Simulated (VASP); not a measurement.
# LiF in VASP: notebook

The runs below take LiF through single point, with PBE.

All numbers are computed with VASP 6.6.1; they aren't measurements. Logs are shortened: lines on timing, memory, paths and dates and some standing lists are left out, and cuts for length are marked.

## 1. The cell of the first run

It takes space group I4/mmm (No. 139, tetragonal). Conventional cell: a = 2.925 Å, b = 2.925 Å, c = 3.990 Å, α = 90.00°, β = 90.00°, γ = 90.00°. Within 2.6 Å of Li (site symmetry 4/mmm) lie 6 F at 1.99 to 2.07 Å. Within 2.6 Å of F (site symmetry 4/mmm) lie 6 Li at 1.99 to 2.07 Å.

## 2. Single point, PBE (biaxial xy strain +3.7%)

The input, INCAR:

```
ALGO = Normal
EDIFF = 1E-6
ENCUT = 520
GGA = PE
ISIF = 2
ISMEAR = -1
LASPH = T
LCHARG = F
LREAL = F
LWAVE = F
NBANDS = 12
NELM = 60
PREC = Accurate
SIGMA = 0.02
```

The input, KPOINTS:

```
k-points
0
Gamma
  10 10 10
```

The input, POSCAR:

```
LiF
1.0
    0.0000000000      2.0684825078      1.9948717406
    2.0684825078      0.0000000000      1.9948717406
    2.0684825078      2.0684825078      0.0000000000
Li F
1 1
Direct
    0.0000000000      0.0000000000      0.0000000000
    0.5000000000      0.5000000000      0.5000000000
```

Potentials or basis: VASP PAW PBE potentials, release 64 (Li_sv, F).

Started as:

```sh
> cat potpaw_PBE.64/Li_sv/POTCAR potpaw_PBE.64/F/POTCAR > POTCAR
> mpirun -np 1 vasp_std > vasp.out
```

OUTCAR:

```text
EDIFF = 1E-6
   ENCUT = 520
   GGA = PE
   ISIF = 2
   ISMEAR = -1
   LASPH = T
   LREAL = F
   NELM = 60
   PREC = Accurate

 ion  position               nearest neighbor table
   1  0.000  0.000  0.000-   2 1.99   2 1.99   2 2.07   2 2.07   2 2.07   2 2.07
   2  0.500  0.500  0.500-   1 1.99   1 1.99   1 2.07   1 2.07   1 2.07   1 2.07

  LATTYP: Found a body centered tetragonal cell.
 ALAT       =     2.9252760161
 C/A-ratio  =     1.3638861630

  Lattice vectors:

 A1 = (   0.0000000000,  -2.0684825078,  -1.9948717406)
 A2 = (   0.0000000000,   2.0684825078,  -1.9948717406)
 A3 = (   2.0684825078,   0.0000000000,   1.9948717406)

Analysis of symmetry for initial positions (statically):
=====================================================================
 Subroutine PRICEL returns:
 Original cell was already a primitive cell.

 Routine SETGRP: Setting up the symmetry group for a
 body centered tetragonal supercell.

 Subroutine GETGRP returns: Found 16 space group operations
 (whereof 16 operations were pure point group operations)
 out of a pool of 16 trial point group operations.

The static configuration has the point symmetry D_4h.

Analysis of symmetry for dynamics (positions and initial velocities):
=====================================================================
 Subroutine PRICEL returns:
 Original cell was already a primitive cell.

 Routine SETGRP: Setting up the symmetry group for a
 body centered tetragonal supercell.

 Subroutine GETGRP returns: Found 16 space group operations
 (whereof 16 operations were pure point group operations)
 out of a pool of 16 trial point group operations.

The dynamic configuration has the point symmetry D_4h.

 Subroutine INISYM returns: Found 16 space group operations
 (whereof 16 operations are pure point group operations),
 and found     1 'primitive' translations

----------------------------------------------------------------------------------------

                                     Primitive cell

  volume of cell :      17.0706

  direct lattice vectors                    reciprocal lattice vectors
     0.000000000  2.068482508  1.994871741    -0.241723098  0.241723098  0.250642680
     2.068482508  0.000000000  1.994871741     0.241723098 -0.241723098  0.250642680
     2.068482508  2.068482508  0.000000000     0.241723098  0.241723098 -0.250642680

  length of vectors
     2.873696774  2.873696774  2.925276016     0.423888978  0.423888978  0.423888978

  position of ions in fractional coordinates (direct lattice)
     0.000000000  0.000000000  0.000000000
     0.500000000  0.500000000  0.500000000

  ion indices of the primitive-cell ions
   primitive index   ion index
                 1           1
                 2           2

----------------------------------------------------------------------------------------

 KPOINTS: k-points

Automatic generation of k-mesh.
 Grid dimensions read from file:
 generate k-points for:   10   10   10

 Generating k-lattice:

  Cartesian coordinates                     Fractional coordinates (reciprocal lattice)
    -0.024172310  0.024172310  0.025064268     0.100000000  0.000000000  0.000000000
     0.024172310 -0.024172310  0.025064268     0.000000000  0.100000000  0.000000000
     0.024172310  0.024172310 -0.025064268     0.000000000  0.000000000  0.100000000

  Length of vectors
     0.042388898  0.042388898  0.042388898

  Shift w.r.t. Gamma in fractional coordinates (k-lattice)
     0.000000000  0.000000000  0.000000000

 Subroutine IBZKPT returns following result:
 ===========================================

 Found    102 irreducible k-points:

 Following reciprocal coordinates:
            Coordinates               Weight
  0.000000  0.000000  0.000000      1.000000
  0.100000  0.000000  0.000000      8.000000
  0.200000  0.000000  0.000000      8.000000
  0.300000 -0.000000  0.000000      8.000000
  0.400000 -0.000000  0.000000      8.000000
  0.500000  0.000000  0.000000      4.000000
[... 16 lines left out ...]
  0.300000  0.300000  0.000000      2.000000
  0.400000  0.300000  0.000000      8.000000
 [... further k-points ...]
   k-points           NKPTS =    102   k-points in BZ     NKDIM =    102   number of bands    NBANDS=     12
   number of dos      NEDOS =    301   number of ions     NIONS =      2
   total plane-waves  NPLWV =  13824
   dimension x,y,z NGX =    24 NGY =   24 NGZ =   24
   dimension x,y,z NGXF=    48 NGYF=   48 NGZF=   48
   ions per type =               1   1
   NGX,Y,Z   is equivalent  to a cutoff of  13.88, 13.88, 13.64 a.u.
   NGXF,Y,Z  is equivalent  to a cutoff of  27.77, 27.77, 27.28 a.u.
 SYSTEM =  unknown system
   PREC   = accura    normal or accurate (medium, high low for compatibility)
   ISTART =      0    job   : 0-new  1-cont  2-samecut
   ICHARG =      2    charge: 1-file 2-atom 10-const
   ISPIN  =      1    spin polarized calculation?
   LNONCOLLINEAR =      F non collinear calculations
   LSORBIT =      F    spin-orbit coupling
   LASPH  =      T    aspherical Exc in radial PAW
   ENCUT  =  520.0 eV  38.22 Ry    6.18 a.u.   5.34  5.34  5.44*2*pi/ulx,y,z
   NELM   =     60;   NELMIN=  2; NELMDL= -5     # of ELM steps
   EDIFF  = 0.1E-05   stopping-criterion for ELM
   LREAL  =      F    real-space projection
   EDIFFG = 0.1E-04   stopping-criterion for IOM
   NSW    =      0    number of steps for IOM
   IBRION =     -1    ionic relax: 0-MD 1-quasi-New 2-CG
   NFREE  =      0    steps in history (QN), initial steepest desc. (CG)
   ISIF   =      2    stress and relaxation
   ISYM   =      2    0-nonsym 1-usesym 2-fastsym
   POTIM  = 0.5000    time-step for ionic-motion
   TEBEG  =    0.0;   TEEND  =   0.0 temperature during run
   PSTRESS=    0.0 pullay stress
   NELECT =      10.0000    total number of electrons
   NUPDOWN=      -1.0000    fix difference up-down
   EMIN   =  10.00;   EMAX   =-10.00  energy-range for DOS
   EFERMI =   0.00;   METHOD = LEGACY
   ISMEAR =    -1;   SIGMA  =   0.02  broadening in eV -4-tet -1-fermi 0-gaus
   EFERMI_NEDOS =   21; number of points for ismear=-14 and -15
   IALGO  =     38    algorithm
   IMIX   =      4    mixing-type and parameters
     AMIX     =   0.40;   BMIX     =  1.00
     AMIX_MAG =   1.60;   BMIX_MAG =  1.00
  volume/ion in A,a.u.               =       8.54        57.60
  Fermi-wavevector in a.u.,A,eV,Ry     =   1.369805  2.588555 25.529489  1.876365
  Thomas-Fermi vector in A             =   2.495647
   LORBIT       =      0    0 simple, 1 ext, 2 COOP (PROOUT), +10 PAW based schemes
   GGA     = PE    functional components
   LHFCALC =     F    Hartree Fock is set to
   AEXX    =    0.0000 exact exchange contribution
   IVDW    =     0    specifies the selected vdW correction
   LEPSILON=     F    determine dielectric tensor
   LRPA    =     F    only Hartree local field effects (RPA)
 non-spin polarized calculation
  energy-cutoff  :      520.00
  volume of cell :       17.07
 maximum number of plane-waves:       479
 NGX is ok and might be reduce to    24
   NGX = 11   NGY = 11   NGZ = 11

 number of electron      10.0000000 magnetization

 Free energy of the ion-electron system (eV)
  ---------------------------------------------------
  ext. energy  EPLUGINS =         0.00000000
  ---------------------------------------------------
  free energy    TOTEN  =        -9.63739582 eV

  energy without entropy =       -9.63739582  energy(sigma->0) =       -9.63739582

 E-fermi :  -0.6660     XC(G=0):  -9.7686

 val. band max:       -1.2496712836   @ k =   0.0000   0.0000   0.0000
 cond. band min:       7.4264234364   @ k =   0.0000   0.0000   0.0000
 fundamental gap:      8.6760947200
 Fermi energy:        -0.6660004657

 k-point     1 :       0.0000    0.0000    0.0000
  band No.  band energies     occupation
      1     -42.2964      2.00000
      2     -21.1349      2.00000
      3      -1.3414      2.00000
      4      -1.2497      2.00000
      5      -1.2497      2.00000
      6       7.4264      0.00000
      7      21.8577      0.00000
      8      21.8577      0.00000
      9      22.5340      0.00000
     10      22.5340      0.00000
     11      22.6715      0.00000
     12      22.8301      0.00000

 k-point     2 :       0.1000    0.0000    0.0000
  band No.  band energies     occupation
      1     -42.2917      2.00000
      2     -21.0991      2.00000
      3      -1.5622      2.00000
      4      -1.3184      2.00000
      5      -1.2772      2.00000
      6       7.7200      0.00000
      7      19.5686      0.00000
      8      20.6717      0.00000
      9      21.2451      0.00000
     10      23.5104      0.00000
     11      23.5293      0.00000
     12      23.8171      0.00000

 k-point     3 :       0.2000    0.0000    0.0000
  band No.  band energies     occupation
      1     -42.2796      2.00000
      2     -21.0030      2.00000
      3      -2.2117      2.00000
      4      -1.3629      2.00000
      5      -1.3480      2.00000
      6       8.3839      0.00000
      7      17.1495      0.00000
      8      19.1997      0.00000
      9      19.8487      0.00000
     10      24.4492      0.00000
     11      24.8686      0.00000
     12      25.0686      0.00000
[... 286 lines left out ...]
 k-point    23 :       0.3000    0.3000    0.0000
  band No.  band energies     occupation
      1     -42.2524      2.00000
      2     -20.7418      2.00000
      3      -3.0504      2.00000
      4      -1.9312      2.00000
      5      -1.9312      2.00000
      6      10.7368      0.00000
      7      16.1654      0.00000
      8      17.5657      0.00000
      9      18.2959      0.00000
     10      18.2959      0.00000
     11      32.0646      0.00000
     12      32.5767      0.00000

 k-point    24 :       0.4000    0.3000    0.0000
  band No.  band energies     occupation
      1     -42.2431      2.00000
      2     -20.6375      2.00000
      3      -3.4445      2.00000
      4      -2.1288      2.00000
      5      -2.0369      2.00000
      6      11.6133      0.00000
      7      14.9967      0.00000
      8      17.0105      0.00000
      9      18.0631      0.00000
     10      19.1186      0.00000
     11      31.9401      0.00000
     12      32.5268      0.00000

 [... further k-points ...]
[... 5 lines left out ...]
  --------------------------------------------------------------------------------------
  -------------------------------------------------------------------------------------
  Total       -0.2110666     -0.2110666      0.0329720      0.0000000     -0.0000000      0.0000000
  in kB      -19.8098572    -19.8098572      3.0946151      0.0000000     -0.0000000      0.0000000
  external PRESSURE =     -12.1750331 kB  Pullay stress =       0.0000000 kB

 VOLUME and BASIS-vectors are now :
 -----------------------------------------------------------------------------
  energy-cutoff  :      520.00
  volume of cell :       17.07
      direct lattice vectors                 reciprocal lattice vectors
     0.000000000  2.068482508  1.994871741    -0.241723098  0.241723098  0.250642680
     2.068482508  0.000000000  1.994871741     0.241723098 -0.241723098  0.250642680
     2.068482508  2.068482508  0.000000000     0.241723098  0.241723098 -0.250642680

 POSITION                                       TOTAL-FORCE (eV/Angst)
 -----------------------------------------------------------------------------------
      0.00000      0.00000      0.00000        -0.000000     -0.000000      0.000000
      2.06848      2.06848      1.99487         0.000000      0.000000     -0.000000
 -----------------------------------------------------------------------------------
    total drift:                               -0.000000     -0.000000      0.000000

  FREE ENERGIE OF THE ION-ELECTRON SYSTEM (eV)
  ---------------------------------------------------
  free  energy   TOTEN  =        -9.6373958185 eV

  energy  without entropy=       -9.6373958185  energy(sigma->0) =       -9.63739582
```

It took 6.7 s on 1 thread of Intel Xeon 6975P-C (Granite Rapids), shared host; peak memory 0.14 GiB.

What came out:

```yaml
Free_energy: -9.6374 eV
Band_gap_on_the_k_mesh: 8.68 eV, direct
```

Levels at points of the mesh, in eV from the valence-band top:
```tsv
k point	band 2	band 3	band 4	band 5	band 6	band 7	band 8	band 9
(0.00, 0.00, 0.00)	-19.89	-0.09	0.00	0.00	8.68	23.11	23.11	23.78
(0.50, 0.00, 0.00)	-19.49	-2.41	-0.27	-0.21	10.52	16.19	18.21	18.85
(0.50, 0.50, 0.00)	-19.22	-2.83	-1.03	-1.03	14.82	15.92	16.97	19.37
(0.50, 0.00, 0.50)	-19.26	-2.86	-1.04	-0.82	14.17	16.41	16.87	19.61
```

Caveat: the cell differs from its parent crystal (biaxial xy strain +3.7%); the cutoff is under 1.25 times the usual one of these potentials, so pressure, stress and relaxed cells hold a basis-set (Pulay) error. A k mesh can miss the band edges.

## 3. Single point, PBE (epitaxial 111 strain -0.6%)

The input, INCAR:

```
SYSTEM = LiF
  ALGO = Normal
  EDIFF = 1E-7
  ENCUT = 520
  GGA = PE
  ISIF = 2
  ISMEAR = -1
  LASPH = .True.
  LCHARG = .False.
  LREAL = .False.
  LWAVE = .False.
  NBANDS = 12
  NELM = 60
  PREC = Accurate
  SIGMA = 0.02
```

The input, KPOINTS:

```
k-points
0
Gamma
  10 10 10
  0 0 0
```

The input, POSCAR:

```
LiF
1.0
    0.0121360304      1.9942405918      1.9942405918
    1.9942405918      0.0121360304      1.9942405918
    1.9942405918      1.9942405918      0.0121360304
Li F
1 1
Direct
    0.0000000000      0.0000000000      0.0000000000
    0.5000000000      0.5000000000      0.5000000000
```

Potentials or basis: VASP PAW PBE potentials, release 64 (Li_sv, F).

Started as:

```sh
> cat potpaw_PBE.64/Li_sv/POTCAR potpaw_PBE.64/F/POTCAR > POTCAR
> mpirun -np 1 vasp_std > vasp.out
```

Run time: 7.1 s. Hardware: 1 thread of Intel Xeon 6975P-C (Granite Rapids), shared host; peak memory 0.14 GiB.

Results (log left out):

| Item | Value |
| --- | --- |
| Free energy | -9.6227 eV |
| Band gap on the k mesh | 9.43 eV, direct |

Levels at points of the mesh, in eV from the valence-band top:
```tsv
k point	band 2	band 3	band 4	band 5	band 6	band 7	band 8	band 9
(0.00, 0.00, 0.00)	-20.10	-0.05	0.00	0.00	9.43	24.39	24.48	24.50
(0.50, 0.00, 0.00)	-19.63	-2.65	-0.28	-0.25	10.95	17.23	19.10	19.20
(0.50, 0.50, 0.00)	-19.34	-3.19	-1.10	-1.04	15.16	16.64	17.91	20.63
(0.50, 0.50, 0.50)	-19.65	-2.66	-0.23	-0.23	11.00	17.09	19.31	19.31
```

Caveat: the cell differs from its parent crystal (epitaxial 111 strain -0.6%); the cutoff is under 1.25 times the usual one of these potentials, so pressure, stress and relaxed cells hold a basis-set (Pulay) error. A k mesh can miss the band edges.
